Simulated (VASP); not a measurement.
# Cs (P1) in VASP: single point with PBE

Aim: the single point of Cs with PBE.

All numbers are computed with VASP 6.6.1; they aren't measurements. Logs are shortened: lines on timing, memory, paths and dates and some standing lists are left out, and cuts for length are marked.

### Step 1. The cell of the first run

The typed cell holds 4 atoms: a = 5.566 Å, b = 5.566 Å, c = 18.522 Å, α = 90.00°, β = 90.00°, γ = 120.00°.

### Step 2. Single point, PBE (atoms moved at random)

Input file INCAR:

```
  PREC = Accurate
  ENCUT = 520
  EDIFF = 1E-7
  ISMEAR = -1
  SIGMA = 0.05
  LREAL = F
  LASPH = T
  NELM = 60
  ALGO = Fast
  ISIF = 2
  LWAVE = F
  LCHARG = F
  GGA = PE
  NBANDS = 26
```

Input file KPOINTS:

```
regular mesh
0
Gamma
  6 6 2
```

Input file POSCAR:

```
Cs
1.0
    5.5659085693      0.0000000000      0.0000000000
   -2.7829542847      4.8202182162      0.0000000000
    0.0000000000      0.0000000000     18.5215751700
Cs
4
Direct
    0.6682440000      0.3376050000      0.7482690000
   -0.0014620000     -0.0074680000      0.4984740000
    0.3287150000      0.6707840000      0.2477400000
   -0.0125640000      0.0065380000     -0.0005240000
```

Potentials or basis: VASP PAW PBE potentials, release 64 (Cs_sv).

Launch:

```console
$ cat potpaw_PBE.64/Cs_sv/POTCAR > POTCAR
$ mpirun -np 1 vasp_std > vasp.out
```

OUTCAR:

```text
PREC = Accurate
   ENCUT = 520
   EDIFF = 1E-7
   ISMEAR = -1
   LREAL = F
   LASPH = T
   NELM = 60
   ISIF = 2
   GGA = PE

 ion  position               nearest neighbor table
   1  0.668  0.338  0.748-
   2  0.999  0.993  0.498-
   3  0.329  0.671  0.248-
   4  0.987  0.007  0.999-

  LATTYP: Found a hexagonal cell.
 ALAT       =     5.5659085693
 C/A-ratio  =     3.3276822534

  Lattice vectors:

 A1 = (   5.5659085693,   0.0000000000,   0.0000000000)
 A2 = (  -2.7829542847,   4.8202182162,   0.0000000000)
 A3 = (   0.0000000000,   0.0000000000,  18.5215751700)

Analysis of symmetry for initial positions (statically):
=====================================================================
 Subroutine PRICEL returns:
 Original cell was already a primitive cell.

 Routine SETGRP: Setting up the symmetry group for a
 hexagonal supercell.

 Subroutine GETGRP returns: Found  1 space group operations
 (whereof  1 operations were pure point group operations)
 out of a pool of 24 trial point group operations.

The static configuration has the point symmetry C_1 .

Analysis of symmetry for dynamics (positions and initial velocities):
=====================================================================
 Subroutine PRICEL returns:
 Original cell was already a primitive cell.

 Routine SETGRP: Setting up the symmetry group for a
 hexagonal supercell.

 Subroutine GETGRP returns: Found  1 space group operations
 (whereof  1 operations were pure point group operations)
 out of a pool of 24 trial point group operations.

The dynamic configuration has the point symmetry C_1 .

 Subroutine INISYM returns: Found  1 space group operations
 (whereof  1 operations are pure point group operations),
 and found     1 'primitive' translations

----------------------------------------------------------------------------------------

                                     Primitive cell

  volume of cell :     496.9134

  direct lattice vectors                    reciprocal lattice vectors
     5.565908569  0.000000000  0.000000000     0.179665186  0.103729744  0.000000000
    -2.782954285  4.820218216  0.000000000     0.000000000  0.207459487  0.000000000
     0.000000000  0.000000000 18.521575170     0.000000000  0.000000000  0.053991088
[... 84 lines left out ...]
   LSORBIT =      F    spin-orbit coupling
   LASPH  =      T    aspherical Exc in radial PAW
   ENCUT  =  520.0 eV  38.22 Ry    6.18 a.u.  10.35 10.35 34.44*2*pi/ulx,y,z
   NELM   =     60;   NELMIN=  2; NELMDL= -5     # of ELM steps
   EDIFF  = 0.1E-06   stopping-criterion for ELM
   LREAL  =      F    real-space projection
   EDIFFG = 0.1E-05   stopping-criterion for IOM
   NSW    =      0    number of steps for IOM
   IBRION =     -1    ionic relax: 0-MD 1-quasi-New 2-CG
   NFREE  =      0    steps in history (QN), initial steepest desc. (CG)
   ISIF   =      2    stress and relaxation
   ISYM   =      2    0-nonsym 1-usesym 2-fastsym
   POTIM  = 0.5000    time-step for ionic-motion
   TEBEG  =    0.0;   TEEND  =   0.0 temperature during run
   PSTRESS=    0.0 pullay stress
   NELECT =      36.0000    total number of electrons
   NUPDOWN=      -1.0000    fix difference up-down
   EMIN   =  10.00;   EMAX   =-10.00  energy-range for DOS
   EFERMI =   0.00;   METHOD = LEGACY
   ISMEAR =    -1;   SIGMA  =   0.05  broadening in eV -4-tet -1-fermi 0-gaus
   EFERMI_NEDOS =   21; number of points for ismear=-14 and -15
   IALGO  =     68    algorithm
   IMIX   =      4    mixing-type and parameters
     AMIX     =   0.40;   BMIX     =  1.00
     AMIX_MAG =   1.60;   BMIX_MAG =  1.00
  volume/ion in A,a.u.               =     124.23       838.33
  Fermi-wavevector in a.u.,A,eV,Ry     =   0.682468  1.289677  6.337079  0.465762
  Thomas-Fermi vector in A             =   1.761550
   LORBIT       =      0    0 simple, 1 ext, 2 COOP (PROOUT), +10 PAW based schemes
   GGA     = PE    functional components
   LHFCALC =     F    Hartree Fock is set to
   AEXX    =    0.0000 exact exchange contribution
   IVDW    =     0    specifies the selected vdW correction
   LEPSILON=     F    determine dielectric tensor
   LRPA    =     F    only Hartree local field effects (RPA)
 non-spin polarized calculation
 RMM-DIIS sequential band-by-band and
  energy-cutoff  :      520.00
  volume of cell :      496.91
 maximum number of plane-waves:     13448
 NGX is ok and might be reduce to    42
   NGX = 21   NGY = 21   NGZ = 69

 number of electron      35.9999999 magnetization

 Free energy of the ion-electron system (eV)
  ---------------------------------------------------
  ext. energy  EPLUGINS =         0.00000000
  ---------------------------------------------------
  free energy    TOTEN  =        -3.40490942 eV

  energy without entropy =       -3.36318041  energy(sigma->0) =       -3.38404492

 E-fermi :   0.2683     XC(G=0):  -5.2159

 val. band max:        0.2681437505   @ k =   0.5000   0.0000   0.0000
 cond. band min:       0.2708060980   @ k =   0.0000   0.5000   0.0000
 fundamental gap:      0.0026623475
 Fermi energy:         0.2683254738

 k-point     1 :       0.0000    0.0000    0.0000
  band No.  band energies     occupation
      1     -23.6297      2.00000
      2     -23.6275      2.00000
      3     -23.6259      2.00000
      4     -23.6237      2.00000
      5     -10.4825      2.00000
      6     -10.4351      2.00000
[... 685 lines left out ...]
     25       2.3229      0.00000
     26       2.4969      0.00000

 [... further k-points ...]

------------------------ aborting loop because EDIFF is reached ----------------------------------------

  FORCE on cell =-STRESS in cart. coord.  units (eV):
  Direction    XX          YY          ZZ          XY          YZ          ZX
  --------------------------------------------------------------------------------------
  -------------------------------------------------------------------------------------
  Total       -0.1737946     -0.1729601     -0.5755748     -0.0034221     -0.0006840     -0.0005405
  in kB       -0.5603587     -0.5576681     -1.8558021     -0.0110336     -0.0022053     -0.0017427
  external PRESSURE =      -0.9912763 kB  Pullay stress =       0.0000000 kB

 VOLUME and BASIS-vectors are now :
 -----------------------------------------------------------------------------
  energy-cutoff  :      520.00
  volume of cell :      496.91
      direct lattice vectors                 reciprocal lattice vectors
     5.565908569  0.000000000  0.000000000     0.179665186  0.103729744  0.000000000
    -2.782954285  4.820218216  0.000000000     0.000000000  0.207459487  0.000000000
     0.000000000  0.000000000 18.521575170     0.000000000  0.000000000  0.053991088

 POSITION                                       TOTAL-FORCE (eV/Angst)
 -----------------------------------------------------------------------------------
      2.77985      1.62733     13.85912        -0.001207     -0.001058      0.003069
      2.79560      4.78422      9.23252        -0.001280      0.002162     -0.002143
     -0.03716      3.23333      4.58854        -0.000096     -0.000732      0.005410
      5.47778      0.03151     18.51187         0.002583     -0.000372     -0.006336
 -----------------------------------------------------------------------------------
    total drift:                                0.000080     -0.000262     -0.000074

  FREE ENERGIE OF THE ION-ELECTRON SYSTEM (eV)
  ---------------------------------------------------
  free  energy   TOTEN  =        -3.4049094249 eV

  energy  without entropy=       -3.3631804092  energy(sigma->0) =       -3.38404492
```

OSZICAR:

```text
N       E                     dE             d eps       ncg     rms          rms(c)
DAV:   1     0.287924473629E+03    0.28792E+03   -0.11648E+04  2080   0.101E+03
DAV:   2     0.432065468237E+02   -0.24472E+03   -0.23917E+03  2938   0.177E+02
DAV:   3    -0.219115840893E+01   -0.45398E+02   -0.45046E+02  2666   0.785E+01
DAV:   4    -0.338695200757E+01   -0.11958E+01   -0.11950E+01  2670   0.157E+01
DAV:   5    -0.339665714390E+01   -0.97051E-02   -0.97038E-02  2720   0.146E+00    0.253E-01
RMM:   6    -0.339991261104E+01   -0.32555E-02   -0.56568E-03  2372   0.319E-01    0.177E-01
RMM:   7    -0.340411102109E+01   -0.41984E-02   -0.12370E-02  2433   0.414E-01    0.798E-02
RMM:   8    -0.340473598889E+01   -0.62497E-03   -0.20033E-03  2720   0.173E-01    0.624E-02
RMM:   9    -0.340495839654E+01   -0.22241E-03   -0.85195E-04  2685   0.137E-01    0.308E-02
RMM:  10    -0.340490770778E+01    0.50689E-04   -0.12678E-04  2861   0.417E-02    0.115E-02
RMM:  11    -0.340490686575E+01    0.84203E-06   -0.67967E-05  2873   0.235E-02    0.337E-03
RMM:  12    -0.340490845535E+01   -0.15896E-05   -0.17034E-05  2804   0.105E-02    0.176E-03
RMM:  13    -0.340490875673E+01   -0.30138E-06   -0.39707E-06  2700   0.510E-03    0.221E-03
RMM:  14    -0.340490934922E+01   -0.59249E-06   -0.15702E-06  2814   0.414E-03    0.311E-04
RMM:  15    -0.340490951994E+01   -0.17072E-06   -0.29670E-07  2100   0.200E-03    0.446E-04
RMM:  16    -0.340490942489E+01    0.95055E-07   -0.75897E-08  1933   0.857E-04
   1 F= -.34049094E+01 E0= -.33840449E+01  d E =-.417290E-01
```

stdout:

```text
POSCAR found type information on POSCAR Cs
 POSCAR found :  1 types and       4 ions
 scaLAPACK will be used
 LDA part: xc-table for (Slater+PW92), standard interpolation
 POSCAR, INCAR and KPOINTS ok, starting setup
 FFT: planning ... GRIDC
 FFT: planning ... GRID_SOFT
 FFT: planning ... GRID
 WAVECAR not read
 entering main loop
WARNING in EDDRMM: call to ZHEGV failed, returncode =   8  4     19
WARNING in EDDRMM: call to ZHEGV failed, returncode =   6  3     22
WARNING in EDDRMM: call to ZHEGV failed, returncode =   8  4     25
WARNING in EDDRMM: call to ZHEGV failed, returncode =   8  4     19
 num prob  num prob WARNING in EDDRMM: call to ZHEGV failed, returncode =   8  4     20
WARNING in EDDRMM: call to ZHEGV failed, returncode =   8  4     20
```

It took 18 min on 1 thread of AMD EPYC 7R43 (Zen 3), shared host; peak memory 0.73 GiB.

Results:

- Free energy: -3.4049 eV
- Pressure: -0.1 GPa
- Largest force: 0.007 eV/Å
- Band gap on the k mesh: zero (bands 18 and 19 overlap by 1.71 eV)

Forces in eV/Å, atoms in the order of the input:
```
Cs  -0.001 -0.001  0.003
Cs  -0.001  0.002 -0.002
Cs   0.000 -0.001  0.005
Cs   0.003  0.000 -0.006
```

Stress tensor (GPa, compression positive):
```
-0.06  0.00  0.00
 0.00 -0.06  0.00
 0.00  0.00 -0.19
```

Caveat: the cell differs from its parent crystal (atoms moved at random); spin-orbit coupling is left out, which moves the levels of the heavy elements.
